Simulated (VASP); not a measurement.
# ZnNi2O5 (P3m1) in VASP: a series of runs

The runs below take ZnNi2O5 through single point, relaxation of cell and atoms, with PBE.

Everything below comes from runs of VASP 6.6.1. Logs are shortened: lines on timing, memory, paths and dates and some standing lists are left out, and cuts for length are marked.

## Step 1: The cell of the first run

It takes space group P3m1 (No. 156, trigonal). Conventional cell: a = 2.946 Å, b = 2.946 Å, c = 12.082 Å, α = 90.00°, β = 90.00°, γ = 120.00°. Within 2.4 Å of Zn (site symmetry 3m) lie 4 O at 1.83 to 2.10 Å. Within 2.5 Å of Ni (site symmetry 3m) lie 6 O at 1.92 Å. Within 2.5 Å of Ni (site symmetry 3m) lie 6 O at 1.92 to 1.95 Å. O (site symmetry 3m) has 3 Ni at 1.92 Å and 3 O at 2.46 Å within 2.5 Å. O (site symmetry 3m) has 3 Ni at 1.92 Å and 3 O at 2.46 Å within 2.5 Å. O (site symmetry 3m) has 3 Zn at 1.83 Å within 2.4 Å. Within 2.6 Å of O (site symmetry 3m) lie 3 Ni at 1.92 Å and 3 O at 2.50 Å. Within 2.6 Å of O (site symmetry 3m) lie 3 Ni at 1.95 Å and 1 Zn at 2.10 Å and 3 O at 2.50 Å.

## Step 2: Single point, PBE, collinear spin, ferromagnetic start

The input, INCAR:

```
SYSTEM = ZnNi2O5
PREC = Accurate
ENCUT = 520
EDIFF = 1E-7
ISMEAR = 0
SIGMA = 0.15
LREAL = .False.
LASPH = .True.
NELM = 150
ALGO = Normal
ISIF = 2
LWAVE = .False.
LCHARG = .False.
ISPIN = 2
MAGMOM = 0 2 2 0 0 0 0 0
LORBIT = 11
LMAXMIX = 4
GGA = PE
NBANDS = 45
```

The input, KPOINTS:

```
regular mesh
0
Gamma
  5 5 1
  0 0 0
```

The input, POSCAR:

```
ZnNi2O5
1.0
    2.9463412653      0.0000000000      0.0000000000
   -1.4731706327      2.5516063840      0.0000000000
    0.0000000000      0.0000000000     12.0821894536
Zn Ni O
1 2 5
Direct
    0.0000000000      0.0000000000      0.7154786585
    0.6666666667      0.3333333333      0.0868907775
    0.6666666667      0.3333333333      0.4629199530
    0.3333333333      0.6666666667      0.0135400944
    0.0000000000      0.0000000000      0.1604259337
    0.6666666667      0.3333333333      0.7717268328
    0.3333333333      0.6666666667      0.3894561114
    0.0000000000      0.0000000000      0.5415616387
```

Potentials or basis: VASP PAW PBE potentials, release 64 (Zn, Ni, O).

Started as:

```bash
$ cat potpaw_PBE.64/Zn/POTCAR potpaw_PBE.64/Ni/POTCAR potpaw_PBE.64/O/POTCAR > POTCAR
$ mpirun -np 1 vasp_std > vasp.out
```

OUTCAR:

```text
SYSTEM = ZnNi2O5
   PREC = Accurate
   ENCUT = 520
   EDIFF = 1E-7
   ISMEAR = 0
   LREAL = .False.
   LASPH = .True.
   NELM = 150
   ISIF = 2
   ISPIN = 2
   LORBIT = 11
   GGA = PE

 ion  position               nearest neighbor table
   1  0.000  0.000  0.715-   6 1.83   6 1.83   6 1.83   8 2.10
   2  0.667  0.333  0.087-   4 1.92   4 1.92   4 1.92   5 1.92   5 1.92   5 1.92
   3  0.667  0.333  0.463-   7 1.92   7 1.92   7 1.92   8 1.95   8 1.95   8 1.95
   4  0.333  0.667  0.014-   2 1.92   2 1.92   2 1.92
   5  0.000  0.000  0.160-   2 1.92   2 1.92   2 1.92
   6  0.667  0.333  0.772-   1 1.83   1 1.83   1 1.83
   7  0.333  0.667  0.389-   3 1.92   3 1.92   3 1.92
   8  0.000  0.000  0.542-   3 1.95   3 1.95   3 1.95   1 2.10

  LATTYP: Found a hexagonal cell.
 ALAT       =     2.9463412653
 C/A-ratio  =     4.1007433850

  Lattice vectors:

 A1 = (   2.9463412653,   0.0000000000,   0.0000000000)
 A2 = (  -1.4731706327,   2.5516063840,   0.0000000000)
 A3 = (   0.0000000000,   0.0000000000,  12.0821894536)

Analysis of symmetry for initial positions (statically):
=====================================================================
 Subroutine PRICEL returns:
 Original cell was already a primitive cell.

 Routine SETGRP: Setting up the symmetry group for a
 hexagonal supercell.

 Subroutine GETGRP returns: Found  6 space group operations
 (whereof  6 operations were pure point group operations)
 out of a pool of 24 trial point group operations.

The static configuration has the point symmetry C_3v.

Analysis of symmetry for dynamics (positions and initial velocities):
=====================================================================
 Subroutine PRICEL returns:
 Original cell was already a primitive cell.

 Routine SETGRP: Setting up the symmetry group for a
 hexagonal supercell.

 Subroutine GETGRP returns: Found  6 space group operations
 (whereof  6 operations were pure point group operations)
 out of a pool of 24 trial point group operations.

The dynamic configuration has the point symmetry C_3v.

Analysis of structural, dynamic, and magnetic symmetry:
=====================================================================
 Subroutine PRICEL returns:
 Original cell was already a primitive cell.

 Routine SETGRP: Setting up the symmetry group for a
 hexagonal supercell.

 Subroutine GETGRP returns: Found  6 space group operations
 (whereof  6 operations were pure point group operations)
 out of a pool of 24 trial point group operations.

The overall configuration has the point symmetry C_3v.

 Subroutine INISYM returns: Found  6 space group operations
 (whereof  6 operations are pure point group operations),
 and found     1 'primitive' translations

----------------------------------------------------------------------------------------

                                     Primitive cell

  volume of cell :      90.8327

  direct lattice vectors                    reciprocal lattice vectors
     2.946341265  0.000000000  0.000000000     0.339403996  0.195954989  0.000000000
    -1.473170633  2.551606384  0.000000000     0.000000000  0.391909977  0.000000000
     0.000000000  0.000000000 12.082189454     0.000000000  0.000000000  0.082766456

  length of vectors
     2.946341265  2.946341265 12.082189454     0.391909977  0.391909977  0.082766456

  position of ions in fractional coordinates (direct lattice)
     0.000000000  0.000000000  0.715478658
     0.666666667  0.333333333  0.086890778
     0.666666667  0.333333333  0.462919953
     0.333333333  0.666666667  0.013540094
     0.000000000  0.000000000  0.160425934
     0.666666667  0.333333333  0.771726833
     0.333333333  0.666666667  0.389456111
     0.000000000  0.000000000  0.541561639

  ion indices of the primitive-cell ions
   primitive index   ion index
                 1           1
                 2           2
                 3           3
                 4           4
                 5           5
[... 37 lines left out ...]
   k-points           NKPTS =      5   k-points in BZ     NKDIM =      5   number of bands    NBANDS=     45
   number of dos      NEDOS =    301   number of ions     NIONS =      8
   total plane-waves  NPLWV =  51840
   dimension x,y,z NGX =    24 NGY =   24 NGZ =   90
   dimension x,y,z NGXF=    48 NGYF=   48 NGZF=  180
   ions per type =               1   2   5
   NGX,Y,Z   is equivalent  to a cutoff of  13.54, 13.54, 12.38 a.u.
   NGXF,Y,Z  is equivalent  to a cutoff of  27.08, 27.08, 24.77 a.u.
 SYSTEM =  ZnNi2O5
   PREC   = accura    normal or accurate (medium, high low for compatibility)
   ISTART =      0    job   : 0-new  1-cont  2-samecut
   ICHARG =      2    charge: 1-file 2-atom 10-const
   ISPIN  =      2    spin polarized calculation?
   LNONCOLLINEAR =      F non collinear calculations
   LSORBIT =      F    spin-orbit coupling
   LASPH  =      T    aspherical Exc in radial PAW
   ENCUT  =  520.0 eV  38.22 Ry    6.18 a.u.   5.48  5.48 22.46*2*pi/ulx,y,z
   NELM   =    150;   NELMIN=  2; NELMDL= -5     # of ELM steps
   EDIFF  = 0.1E-06   stopping-criterion for ELM
   LREAL  =      F    real-space projection
   EDIFFG = 0.1E-05   stopping-criterion for IOM
   NSW    =      0    number of steps for IOM
   IBRION =     -1    ionic relax: 0-MD 1-quasi-New 2-CG
   NFREE  =      0    steps in history (QN), initial steepest desc. (CG)
   ISIF   =      2    stress and relaxation
   ISYM   =      2    0-nonsym 1-usesym 2-fastsym
   POTIM  = 0.5000    time-step for ionic-motion
   TEBEG  =    0.0;   TEEND  =   0.0 temperature during run
   PSTRESS=    0.0 pullay stress
   NELECT =      62.0000    total number of electrons
   NUPDOWN=      -1.0000    fix difference up-down
   EMIN   =  10.00;   EMAX   =-10.00  energy-range for DOS
   EFERMI =   0.00;   METHOD = LEGACY
   ISMEAR =     0;   SIGMA  =   0.15  broadening in eV -4-tet -1-fermi 0-gaus
   EFERMI_NEDOS =   21; number of points for ismear=-14 and -15
   IALGO  =     38    algorithm
   IMIX   =      4    mixing-type and parameters
     AMIX     =   0.40;   BMIX     =  1.00
     AMIX_MAG =   1.60;   BMIX_MAG =  1.00
  volume/ion in A,a.u.               =      11.35        76.62
  Fermi-wavevector in a.u.,A,eV,Ry     =   1.441422  2.723893 28.268805  2.077699
  Thomas-Fermi vector in A             =   2.560056
   LORBIT       =     11    0 simple, 1 ext, 2 COOP (PROOUT), +10 PAW based schemes
   GGA     = PE    functional components
   LHFCALC =     F    Hartree Fock is set to
   AEXX    =    0.0000 exact exchange contribution
   IVDW    =     0    specifies the selected vdW correction
   LEPSILON=     F    determine dielectric tensor
   LRPA    =     F    only Hartree local field effects (RPA)
 spin polarized calculation
 Gauss-broadening in eV      SIGMA  =   0.15
  energy-cutoff  :      520.00
  volume of cell :       90.83
 maximum number of plane-waves:      2469
 NGX is ok and might be reduce to    24
   NGX = 11   NGY = 11   NGZ = 45

 number of electron      62.0000001 magnetization       0.2389348

 Free energy of the ion-electron system (eV)
  ---------------------------------------------------
  ext. energy  EPLUGINS =         0.00000000
  ---------------------------------------------------
  free energy    TOTEN  =       -42.68656580 eV

  energy without entropy =      -42.64056121  energy(sigma->0) =      -42.66356351

 E-fermi :   2.3012     XC(G=0): -10.5224

 val. band max:        2.2062801180   @ k =   0.2000  -0.0000   0.0000
 cond. band min:       2.3341790575   @ k =   0.4000  -0.0000   0.0000
 fundamental gap:      0.1278989395
 Fermi energy:         2.3012437850

 spin component 1

 k-point     1 :       0.0000    0.0000    0.0000
  band No.  band energies     occupation
      1     -17.7215      1.00000
      2     -17.2217      1.00000
      3     -15.9286      1.00000
      4     -15.6138      1.00000
      5     -14.9073      1.00000
      6      -4.2875      1.00000
[... 219 lines left out ...]
     42      14.8595      0.00000
     43      15.2290      0.00000
 Fermi energy:         2.3012437850

 spin component 2

 k-point     1 :       0.0000    0.0000    0.0000
  band No.  band energies     occupation
      1     -17.6697      1.00000
      2     -17.2220      1.00000
      3     -15.9180      1.00000
      4     -15.5652      1.00000
      5     -14.9077      1.00000
      6      -4.2342      1.00000
[... 219 lines left out ...]
     42      14.8644      0.00000
     43      15.2487      0.00000
 [bands above 43 left out]

------------------------ aborting loop because EDIFF is reached ----------------------------------------

  FORCE on cell =-STRESS in cart. coord.  units (eV):
  Direction    XX          YY          ZZ          XY          YZ          ZX
  --------------------------------------------------------------------------------------
  -------------------------------------------------------------------------------------
  Total        0.7498860      0.7498860      0.3886218     -0.0000000      0.0000000      0.0000000
  in kB       13.2270647     13.2270647      6.8548091     -0.0000000      0.0000000      0.0000000
  external PRESSURE =      11.1029795 kB  Pullay stress =       0.0000000 kB

 VOLUME and BASIS-vectors are now :
 -----------------------------------------------------------------------------
  energy-cutoff  :      520.00
  volume of cell :       90.83
      direct lattice vectors                 reciprocal lattice vectors
     2.946341265  0.000000000  0.000000000     0.339403996  0.195954989  0.000000000
    -1.473170633  2.551606384  0.000000000     0.000000000  0.391909977  0.000000000
     0.000000000  0.000000000 12.082189454     0.000000000  0.000000000  0.082766456

 POSITION                                       TOTAL-FORCE (eV/Angst)
 -----------------------------------------------------------------------------------
      0.00000      0.00000      8.64455        -0.000000     -0.000000     -0.130230
      1.47317      0.85054      1.04983         0.000000     -0.000000      0.003727
      1.47317      0.85054      5.59309         0.000000     -0.000000      0.006517
     -0.00000      1.70107      0.16359        -0.000000     -0.000000     -0.027053
      0.00000      0.00000      1.93830         0.000000     -0.000000      0.017875
      1.47317      0.85054      9.32415         0.000000      0.000000      0.127603
     -0.00000      1.70107      4.70548        -0.000000     -0.000000     -0.028448
      0.00000      0.00000      6.54325         0.000000      0.000000      0.030010
 -----------------------------------------------------------------------------------
    total drift:                               -0.000000     -0.000001      0.001084

  FREE ENERGIE OF THE ION-ELECTRON SYSTEM (eV)
  ---------------------------------------------------
  free  energy   TOTEN  =       -42.6865658029 eV

  energy  without entropy=      -42.6405612134  energy(sigma->0) =      -42.66356351

 total charge

# of ion       s       p       d       tot
------------------------------------------
    1        0.533   0.645   9.901  11.079
    2        0.461   0.684   8.140   9.285
    3        0.448   0.651   8.159   9.258
    4        1.592   3.287   0.000   4.880
    5        1.591   3.292   0.000   4.883
    6        1.573   3.446   0.000   5.019
    7        1.592   3.288   0.000   4.880
    8        1.577   3.364   0.000   4.941
--------------------------------------------------
tot          9.367  18.659  26.200  54.226

 magnetization (x)

# of ion       s       p       d       tot
------------------------------------------
    1        0.000   0.001  -0.001   0.000
    2        0.000   0.000   0.002   0.002
    3       -0.001  -0.000   0.166   0.165
    4        0.000   0.000   0.000   0.000
    5        0.000  -0.001   0.000  -0.001
    6       -0.000   0.000   0.000   0.000
    7        0.003   0.031   0.000   0.034
    8        0.003   0.021   0.000   0.025
--------------------------------------------------
tot          0.005   0.053   0.167   0.225
```

It took 2 min on 1 thread of Intel Xeon Platinum 8375C at 2.90GHz (Ice Lake), shared host; peak memory 0.26 GiB.

Results:

```yaml
Free_energy: -42.6866 eV
Pressure: 1.1 GPa
Largest_force: 0.130 eV/Å
Net_moment: 0.24 μB per cell
Site_moments: Zn +0.00; Ni +0.00, +0.17; O +0.00, -0.00, +0.03 (each value once) μB
Valence_electrons_inside_the_program's_atomic_spheres: Zn 11.08; Ni 9.29, 9.26; O 4.88, 5.02, 4.94 (each value once)
```

Forces in eV/Å, atoms in the order of the input:
```
Zn   0.000  0.000 -0.130
Ni   0.000  0.000  0.004
Ni   0.000  0.000  0.007
O    0.000  0.000 -0.027
O    0.000  0.000  0.018
O    0.000  0.000  0.128
O    0.000  0.000 -0.028
O    0.000  0.000  0.030
```

Levels at points of the mesh, in eV from the Fermi level:
Spin up:
```tsv
k point	band 28	band 29	band 30	band 31	band 32	band 33	band 34	band 35
(0.00, 0.00, 0.00)	-0.86	-0.61	0.37	0.37	0.92	0.92	1.51	1.51
```
Spin down:
```tsv
k point	band 29	band 30	band 31	band 32	band 33	band 34
(0.00, 0.00, 0.00)	-0.60	0.38	0.38	1.12	1.12	1.51
```

Caveat: the k points lie up to 0.52 Å⁻¹ apart; semilocal functionals often make such compounds metallic where correlation or magnetic order opens a gap, which also shifts bond lengths.

## Step 3: Relaxation of cell and atoms, PBE, collinear spin, ferromagnetic start

This run uses another cell than the first one, of 10.16 Å³/atom.

The input, INCAR:

```
SYSTEM = ZnNi2O5
ALGO     = Normal         ! electronic algorithm
EDIFF    = 1E-7           ! SCF threshold, eV
EDIFFG   = -0.08          ! ionic threshold
ENCUT    = 600            ! plane-wave cutoff, eV
GGA      = PE             ! functional
IBRION   = 2              ! ionic algorithm
ISIF     = 3              ! what is computed and relaxed
ISMEAR   = 0              ! smearing method
ISPIN    = 2              ! spin polarisation
LASPH    = .TRUE.         ! aspherical terms in the spheres
LCHARG   = .FALSE.        ! write CHGCAR
LMAXMIX  = 4              ! l up to which the mixer works
LORBIT   = 11             ! projections on sites
LREAL    = .FALSE.        ! projectors in reciprocal space
LWAVE    = .FALSE.        ! write WAVECAR
MAGMOM   = 0 2 2 0 0 0 0 0 ! initial moments
NELM     = 150            ! most SCF steps
NSW      = 36             ! ionic steps
PREC     = Accurate       ! precision mode
SIGMA    = 0.15           ! smearing width, eV
```

The input, KPOINTS:

```
k-points
0
G
  5 5 1
  0 0 0
```

The input, POSCAR:

```
ZnNi2O5
1.0
    2.8500000000      0.0000000000      0.0000000000
   -1.4250000000      2.4681724000      0.0000000000
    0.0000000000      0.0000000000     11.5500000000
Zn Ni O
1 2 5
Direct
    0.0000000000      0.0000000000      0.7140000000
    0.6666666700      0.3333333300      0.0820000000
    0.6666666700      0.3333333300      0.4630000000
    0.3333333300      0.6666666700      0.0000000000
    0.0000000000      0.0000000000      0.1650000000
    0.6666666700      0.3333333300      0.7920000000
    0.3333333300      0.6666666700      0.3810000000
    0.0000000000      0.0000000000      0.5450000000
```

Potentials or basis: VASP PAW PBE potentials, release 64 (Zn, Ni, O).

Started as:

```bash
$ cat potpaw_PBE.64/Zn/POTCAR potpaw_PBE.64/Ni/POTCAR potpaw_PBE.64/O/POTCAR > POTCAR
$ mpirun -np 1 vasp_std > vasp.out
```

Wall time 29 min (1 thread of Intel Xeon Platinum 8375C at 2.90GHz (Ice Lake), shared host); peak memory 0.29 GiB.

Results (log left out):

```
Free energy                                           : -42.6811 eV
Relaxed volume                                        : 11.70 Å³/atom
Relaxed cell                                          : a = 2.950 Å, b = 2.950 Å, c = 12.426 Å, α = 90.00°, β = 90.00°, γ = 120.00°
Space group after relaxing (to 0.1 Å)                 : P3m1 (No. 156)
Energy gained by relaxing                             : 39.5 meV/atom
Ionic steps                                           : 24
Pressure after relaxing                               : 0.0 GPa
Largest force after relaxing                          : 0.036 eV/Å
Net moment                                            : 0.25 μB per cell
Site moments                                          : Zn +0.00; Ni +0.00, +0.17; O +0.00, -0.00, +0.04, +0.03 (each value once) μB
Valence electrons inside the program's atomic spheres : Zn 11.05; Ni 9.28, 9.25; O 4.88, 5.01, 4.94 (each value once)
```

Forces on the atoms (eV/Å):
```
Zn   0.000  0.000  0.025
Ni   0.000  0.000 -0.009
Ni   0.000  0.000  0.030
O    0.000  0.000 -0.027
O    0.000  0.000  0.034
O    0.000  0.000 -0.036
O    0.000  0.000  0.005
O    0.000  0.000 -0.022
```

Step by step:
```csv
step,energy change (eV),largest force (eV/Å),pressure (GPa),volume (Å³)
1,0.0000,1.1219,7.99,81.25
2,-0.1798,0.8457,-3.62,87.34
3,-0.1887,0.7925,-1.77,86.18
4,-0.2779,0.3277,0.24,86.61
5,-0.2858,0.3290,1.10,86.79
6,-0.2905,0.2530,-0.55,87.84
7,-0.2915,0.1557,-0.07,87.53
8,-0.2937,0.1090,0.00,87.67
9,-0.2952,0.1197,0.10,87.91
10,-0.2975,0.1100,0.09,88.14
11,-0.3021,0.1249,0.11,88.84
12,-0.3004,0.3190,0.23,90.25
13,-0.3031,0.2011,0.15,89.39
14,-0.3043,0.1426,0.12,89.55
15,-0.3065,0.0876,0.05,90.02
16,-0.3060,0.3908,-0.06,90.97
17,-0.3071,0.1919,0.00,90.43
18,-0.3092,0.1633,0.03,90.73
19,-0.3133,0.0913,0.15,91.61
20,-0.3122,0.2346,0.43,93.36
21,-0.3143,0.1045,0.28,92.35
22,-0.3155,0.1004,-0.02,92.84
23,-0.3158,0.0952,-0.33,93.39
24,-0.3163,0.0361,0.04,93.63
```

Final structure:
```yaml
crystal:
  lattice:
    - [2.94969, 0.00000, 0.00000]
    - [-1.47484, 2.55451, 0.00000]
    - [0.00000, 0.00000, 12.42602]
  atoms:
    - { symbol: Zn, position: [0.00000, 0.00000, 0.71173] }
    - { symbol: Ni, position: [0.66667, 0.33333, 0.08587] }
    - { symbol: Ni, position: [0.66667, 0.33333, 0.46629] }
    - { symbol: O, position: [0.33333, 0.66667, 0.01465] }
    - { symbol: O, position: [0.00000, 0.00000, 0.15722] }
    - { symbol: O, position: [0.66667, 0.33333, 0.76834] }
    - { symbol: O, position: [0.33333, 0.66667, 0.39477] }
    - { symbol: O, position: [0.00000, 0.00000, 0.54313] }
```

Levels at points of the mesh, in eV from the Fermi level:
Spin up:
```
           k point  band 27  band 28  band 29  band 30  band 31  band 32  band 33  band 34  band 35  band 36
(0.00, 0.00, 0.00)    -1.13    -0.88    -0.56     0.36     0.36     0.92     0.92     1.56     1.56     3.27
```
Spin down:
```
           k point  band 27  band 28  band 29  band 30  band 31  band 32  band 33  band 34  band 35  band 36
(0.00, 0.00, 0.00)    -1.03    -0.84    -0.56     0.36     0.36     1.12     1.12     1.56     1.56     3.28
```

Caveat: the k points lie up to 0.51 Å⁻¹ apart in the final cell; the volume moved by over 15 % at a fixed basis, so the end points are rough; semilocal functionals often make such compounds metallic where correlation or magnetic order opens a gap, which also shifts bond lengths; the relaxation stopped at a loose force limit of 0.08 eV/Å, so its end isn't a converged minimum. With open d or f shells a metallic result of PBE can be an artefact of self-interaction; +U or a hybrid may open a gap.
